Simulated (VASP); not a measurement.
# NbAs (I4_1md) in VASP: notebook

NbAs is run at these levels: PBE; tasks: single point.

Program: VASP 6.6.1. These are calculated values, not measurements. Logs are shortened: lines on timing, memory, paths and dates and some standing lists are left out, and cuts for length are marked.

## (1) The cell of the first run

The structure is tetragonal, space group I4_1md (No. 109). Conventional cell: a = 3.473 Å, b = 3.473 Å, c = 11.749 Å, α = 90.00°, β = 90.00°, γ = 90.00°. Within 3.5 Å of Nb (site symmetry 2mm) lie 6 As at 2.63 to 2.64 Å and 8 Nb at 3.41 to 3.47 Å. As (site symmetry 2mm) has 6 Nb at 2.63 to 2.64 Å and 8 As at 3.41 to 3.47 Å within 3.5 Å.

## (2) Single point, PBE

File INCAR:

```
ALGO     = Normal         # electronic algorithm
EDIFF    = 1E-7           # SCF threshold, eV
ENCUT    = 520            # plane-wave cutoff, eV
GGA      = PE             # functional
ISIF     = 2              # what is computed and relaxed
ISMEAR   = 0              # smearing method
LASPH    = True           # aspherical terms in the spheres
LCHARG   = False          # write CHGCAR
LREAL    = False          # projectors in reciprocal space
LWAVE    = False          # write WAVECAR
NBANDS   = 46             # bands
NELM     = 100            # most SCF steps
PREC     = Accurate       # precision mode
SIGMA    = 0.1            # smearing width, eV
```

File KPOINTS:

```
k-points
0
Gamma
  10 10 4
```

File POSCAR:

```
NbAs
1.0
    3.4734820513      0.0000000000      0.0000000000
    0.0000000000      3.4734820513      0.0000000000
    0.0000000000      0.0000000000     11.7491643384
Nb As
4 4
Direct
    0.5000000000      0.5000000000      0.9988964711
    0.5000000000      0.0000000000      0.2488964711
    0.0000000000      0.0000000000      0.4988964711
    0.0000000000      0.5000000000      0.7488964711
    0.0000000000      0.0000000000      0.9171035289
    0.0000000000      0.5000000000      0.1671035289
    0.5000000000      0.5000000000      0.4171035289
    0.5000000000      0.0000000000      0.6671035289
```

Potentials or basis: VASP PAW PBE potentials, release 64 (Nb_sv, As).

Command:

```console
$ cat potpaw_PBE.64/Nb_sv/POTCAR potpaw_PBE.64/As/POTCAR > POTCAR
$ mpirun -np 1 vasp_std > vasp.out
```

OUTCAR:

```text
EDIFF = 1E-7
   ENCUT = 520
   GGA = PE
   ISIF = 2
   ISMEAR = 0
   LASPH = True
   LREAL = False
   NELM = 100
   PREC = Accurate

 ion  position               nearest neighbor table
   1  0.500  0.500  0.999-   6 2.63   6 2.63   5 2.64   5 2.64   5 2.64   5 2.64
   2  0.500  0.000  0.249-   7 2.63   7 2.63   6 2.64   6 2.64   6 2.64   6 2.64
   3  0.000  0.000  0.499-   8 2.63   8 2.63   7 2.64   7 2.64   7 2.64   7 2.64
   4  0.000  0.500  0.749-   5 2.63   5 2.63   8 2.64   8 2.64   8 2.64   8 2.64
   5  0.000  0.000  0.917-   4 2.63   4 2.63   1 2.64   1 2.64   1 2.64   1 2.64
   6  0.000  0.500  0.167-   1 2.63   1 2.63   2 2.64   2 2.64   2 2.64   2 2.64
   7  0.500  0.500  0.417-   2 2.63   2 2.63   3 2.64   3 2.64   3 2.64   3 2.64
   8  0.500  0.000  0.667-   3 2.63   3 2.63   4 2.64   4 2.64   4 2.64   4 2.64

  LATTYP: Found a simple tetragonal cell.
 ALAT       =     3.4734820513
 C/A-ratio  =     3.3825320427

  Lattice vectors:

 A1 = (   3.4734820513,   0.0000000000,   0.0000000000)
 A2 = (   0.0000000000,   3.4734820513,   0.0000000000)
 A3 = (   0.0000000000,   0.0000000000,  11.7491643384)

Analysis of symmetry for initial positions (statically):
=====================================================================
 Subroutine PRICEL returns following result:

  LATTYP: Found a body centered tetragonal cell.
 ALAT       =     3.4734820513
 C/A-ratio  =     3.3825320427

  Lattice vectors:

 A1 = (  -1.7367410256,   1.7367410256,   5.8745821692)
 A2 = (   1.7367410257,  -1.7367410257,   5.8745821692)
 A3 = (   1.7367410256,   1.7367410257,  -5.8745821692)

   2 primitive cells build up your supercell.

 Routine SETGRP: Setting up the symmetry group for a
 simple tetragonal supercell.

 Subroutine GETGRP returns: Found  8 space group operations
 (whereof  4 operations were pure point group operations)
 out of a pool of 16 trial point group operations.

The static configuration has the point symmetry C_2v.
 The point group associated with its full space group is C_4v.

Analysis of symmetry for dynamics (positions and initial velocities):
=====================================================================
 Subroutine PRICEL returns following result:

  LATTYP: Found a body centered tetragonal cell.
 ALAT       =     3.4734820513
 C/A-ratio  =     3.3825320427

  Lattice vectors:

 A1 = (  -1.7367410256,   1.7367410256,   5.8745821692)
 A2 = (   1.7367410257,  -1.7367410257,   5.8745821692)
 A3 = (   1.7367410256,   1.7367410257,  -5.8745821692)

   2 primitive cells build up your supercell.

 Routine SETGRP: Setting up the symmetry group for a
 simple tetragonal supercell.

 Subroutine GETGRP returns: Found  8 space group operations
 (whereof  4 operations were pure point group operations)
 out of a pool of 16 trial point group operations.

The dynamic configuration has the point symmetry C_2v.
 The point group associated with its full space group is C_4v.

 Subroutine INISYM returns: Found  8 space group operations
 (whereof  4 operations are pure point group operations),
 and found     2 'primitive' translations

----------------------------------------------------------------------------------------

                                     Primitive cell

  volume of cell :      70.8773

  direct lattice vectors                    reciprocal lattice vectors
    -1.736741026  1.736741026  5.874582169    -0.000000000  0.287895543  0.085112436
     1.736741026 -1.736741026  5.874582169     0.287895543  0.000000000  0.085112436
     1.736741026  1.736741026 -5.874582169     0.287895543  0.287895543 -0.000000000

  length of vectors
     6.367358514  6.367358514  6.367358514     0.300213208  0.300213208  0.407145781

  position of ions in fractional coordinates (direct lattice)
     0.498896471  0.498896471  1.000000000
     0.248896471  0.748896471  0.500000000
     0.917103529  0.917103529  1.000000000
     0.667103529  0.167103529  0.500000000

  ion indices of the primitive-cell ions
   primitive index   ion index
                 1           1
                 2           2
                 3           7
                 4           6

----------------------------------------------------------------------------------------

 KPOINTS: k-points

Automatic generation of k-mesh.
 Grid dimensions read from file:
 generate k-points for:   10   10    4

 Generating k-lattice:

  Cartesian coordinates                     Fractional coordinates (reciprocal lattice)
     0.028789554  0.000000000  0.000000000     0.100000000  0.000000000  0.000000000
     0.000000000  0.028789554  0.000000000     0.000000000  0.100000000  0.000000000
     0.000000000  0.000000000  0.021278109     0.000000000  0.000000000  0.250000000

  Length of vectors
     0.028789554  0.028789554  0.021278109

  Shift w.r.t. Gamma in fractional coordinates (k-lattice)
     0.000000000  0.000000000  0.000000000

 Subroutine IBZKPT returns following result:
 ===========================================

 Found     63 irreducible k-points:

 Following reciprocal coordinates:
            Coordinates               Weight
  0.000000  0.000000  0.000000      1.000000
  0.100000  0.000000  0.000000      4.000000
  0.200000  0.000000  0.000000      4.000000
  0.300000  0.000000  0.000000      4.000000
  0.400000  0.000000  0.000000      4.000000
  0.500000  0.000000  0.000000      2.000000
[... 16 lines left out ...]
  0.100000  0.000000  0.250000      8.000000
  0.200000  0.000000  0.250000      8.000000
 [... further k-points ...]
   k-points           NKPTS =     63   k-points in BZ     NKDIM =     63   number of bands    NBANDS=     46
   number of dos      NEDOS =    301   number of ions     NIONS =      8
   total plane-waves  NPLWV =  70560
   dimension x,y,z NGX =    28 NGY =   28 NGZ =   90
   dimension x,y,z NGXF=    56 NGYF=   56 NGZF=  180
   ions per type =               4   4
   NGX,Y,Z   is equivalent  to a cutoff of  13.40, 13.40, 12.73 a.u.
   NGXF,Y,Z  is equivalent  to a cutoff of  26.80, 26.80, 25.47 a.u.
 SYSTEM =  unknown system
   PREC   = accura    normal or accurate (medium, high low for compatibility)
   ISTART =      0    job   : 0-new  1-cont  2-samecut
   ICHARG =      2    charge: 1-file 2-atom 10-const
   ISPIN  =      1    spin polarized calculation?
   LNONCOLLINEAR =      F non collinear calculations
   LSORBIT =      F    spin-orbit coupling
   LASPH  =      T    aspherical Exc in radial PAW
   ENCUT  =  520.0 eV  38.22 Ry    6.18 a.u.   6.46  6.46 21.85*2*pi/ulx,y,z
   NELM   =    100;   NELMIN=  2; NELMDL= -5     # of ELM steps
   EDIFF  = 0.1E-06   stopping-criterion for ELM
   LREAL  =      F    real-space projection
   EDIFFG = 0.1E-05   stopping-criterion for IOM
   NSW    =      0    number of steps for IOM
   IBRION =     -1    ionic relax: 0-MD 1-quasi-New 2-CG
   NFREE  =      0    steps in history (QN), initial steepest desc. (CG)
   ISIF   =      2    stress and relaxation
   ISYM   =      2    0-nonsym 1-usesym 2-fastsym
   POTIM  = 0.5000    time-step for ionic-motion
   TEBEG  =    0.0;   TEEND  =   0.0 temperature during run
   PSTRESS=    0.0 pullay stress
   NELECT =      72.0000    total number of electrons
   NUPDOWN=      -1.0000    fix difference up-down
   EMIN   =  10.00;   EMAX   =-10.00  energy-range for DOS
   EFERMI =   0.00;   METHOD = LEGACY
   ISMEAR =     0;   SIGMA  =   0.10  broadening in eV -4-tet -1-fermi 0-gaus
   EFERMI_NEDOS =   21; number of points for ismear=-14 and -15
   IALGO  =     38    algorithm
   IMIX   =      4    mixing-type and parameters
     AMIX     =   0.40;   BMIX     =  1.00
     AMIX_MAG =   1.60;   BMIX_MAG =  1.00
  volume/ion in A,a.u.               =      17.72       119.58
  Fermi-wavevector in a.u.,A,eV,Ry     =   1.306191  2.468343 23.213369  1.706134
  Thomas-Fermi vector in A             =   2.437009
   LORBIT       =      0    0 simple, 1 ext, 2 COOP (PROOUT), +10 PAW based schemes
   GGA     = PE    functional components
   LHFCALC =     F    Hartree Fock is set to
   AEXX    =    0.0000 exact exchange contribution
   IVDW    =     0    specifies the selected vdW correction
   LEPSILON=     F    determine dielectric tensor
   LRPA    =     F    only Hartree local field effects (RPA)
 non-spin polarized calculation
 Gauss-broadening in eV      SIGMA  =   0.10
  energy-cutoff  :      520.00
  volume of cell :      141.75
 maximum number of plane-waves:      3868
 NGX is ok and might be reduce to    28
   NGX = 13   NGY = 13   NGZ = 43

 number of electron      72.0000002 magnetization

 Free energy of the ion-electron system (eV)
  ---------------------------------------------------
  ext. energy  EPLUGINS =         0.00000000
  ---------------------------------------------------
  free energy    TOTEN  =       -65.05556948 eV

  energy without entropy =      -65.04588552  energy(sigma->0) =      -65.05072750

 E-fermi :   9.4052     XC(G=0): -11.7592

 val. band max:        9.3794666449   @ k =   0.5000   0.0000   0.2500
 cond. band min:       9.4126445191   @ k =   0.5000   0.0000   0.2500
 fundamental gap:      0.0331778742
 Fermi energy:         9.4052418280

 k-point     1 :       0.0000    0.0000    0.0000
  band No.  band energies     occupation
      1     -45.7589      2.00000
      2     -45.7460      2.00000
      3     -45.7460      2.00000
      4     -45.7330      2.00000
      5     -21.9497      2.00000
      6     -21.8666      2.00000
[... 38 lines left out ...]
     45      12.3540      0.00000
     46      12.5110      0.00000

 k-point     2 :       0.1000    0.0000    0.0000
  band No.  band energies     occupation
      1     -45.7575      2.00000
      2     -45.7452      2.00000
      3     -45.7446      2.00000
      4     -45.7323      2.00000
      5     -21.9456      2.00000
      6     -21.8897      2.00000
[... 38 lines left out ...]
     45      12.4089      0.00000
     46      12.5924      0.00000

 k-point     3 :       0.2000    0.0000    0.0000
  band No.  band energies     occupation
      1     -45.7539      2.00000
      2     -45.7434      2.00000
      3     -45.7410      2.00000
      4     -45.7305      2.00000
      5     -21.9497      2.00000
      6     -21.9426      2.00000
[... 38 lines left out ...]
     45      12.1338      0.00000
     46      12.2565      0.00000

 k-point     4 :       0.3000    0.0000    0.0000
  band No.  band energies     occupation
      1     -45.7491      2.00000
      2     -45.7415      2.00000
      3     -45.7363      2.00000
      4     -45.7286      2.00000
      5     -22.0029      2.00000
      6     -21.9995      2.00000
[... 920 lines left out ...]
     45      12.1275      0.00000
     46      12.3510      0.00000

 k-point    23 :       0.1000    0.0000    0.2500
  band No.  band energies     occupation
      1     -45.7566      2.00000
      2     -45.7498      2.00000
      3     -45.7401      2.00000
      4     -45.7332      2.00000
      5     -21.9357      2.00000
      6     -21.8909      2.00000
[... 38 lines left out ...]
     45      12.3687      0.00000
     46      12.4981      0.00000

 k-point    24 :       0.2000    0.0000    0.2500
  band No.  band energies     occupation
      1     -45.7530      2.00000
      2     -45.7468      2.00000
      3     -45.7376      2.00000
      4     -45.7314      2.00000
      5     -21.9463      2.00000
      6     -21.9421      2.00000
[... 38 lines left out ...]
     45      12.2872      0.00000
     46      12.4555      0.00000

 [... further k-points ...]
[... 5 lines left out ...]
  --------------------------------------------------------------------------------------
  -------------------------------------------------------------------------------------
  Total        0.0261553      0.0261553      0.0939490      0.0000000      0.0000000      0.0000000
  in kB        0.2956200      0.2956200      1.0618563      0.0000000      0.0000000      0.0000000
  external PRESSURE =       0.5510321 kB  Pullay stress =       0.0000000 kB

 VOLUME and BASIS-vectors are now :
 -----------------------------------------------------------------------------
  energy-cutoff  :      520.00
  volume of cell :      141.75
      direct lattice vectors                 reciprocal lattice vectors
     3.473482051  0.000000000  0.000000000     0.287895543  0.000000000  0.000000000
     0.000000000  3.473482051  0.000000000     0.000000000  0.287895543  0.000000000
     0.000000000  0.000000000 11.749164338     0.000000000  0.000000000  0.085112436

 POSITION                                       TOTAL-FORCE (eV/Angst)
 -----------------------------------------------------------------------------------
      1.73674      1.73674     11.73620        -0.000000      0.000000     -0.000045
      1.73674      0.00000      2.92433         0.000000     -0.000000     -0.000045
      0.00000      0.00000      5.86162        -0.000000     -0.000000     -0.000045
      0.00000      1.73674      8.79891        -0.000000     -0.000000     -0.000045
      0.00000      0.00000     10.77520        -0.000000     -0.000000      0.000045
      0.00000      1.73674      1.96333        -0.000000     -0.000000      0.000045
      1.73674      1.73674      4.90062        -0.000000     -0.000000      0.000045
      1.73674      0.00000      7.83791        -0.000000     -0.000000      0.000045
 -----------------------------------------------------------------------------------
    total drift:                                0.000000      0.000000     -0.000247

  FREE ENERGIE OF THE ION-ELECTRON SYSTEM (eV)
  ---------------------------------------------------
  free  energy   TOTEN  =       -65.0555694816 eV

  energy  without entropy=      -65.0458855197  energy(sigma->0) =      -65.05072750
```

It took 8.5 min on 1 thread of Intel Xeon 6975P-C, shared host; peak memory 0.46 GiB.

Results:

```
Free energy            : -65.0556 eV
Pressure               : 0.1 GPa
Band gap on the k mesh : zero (band 36 reaches 9.43 eV, above the bottom of band 37 at 9.41 eV)
```

(Continued in part 2 of 2.)
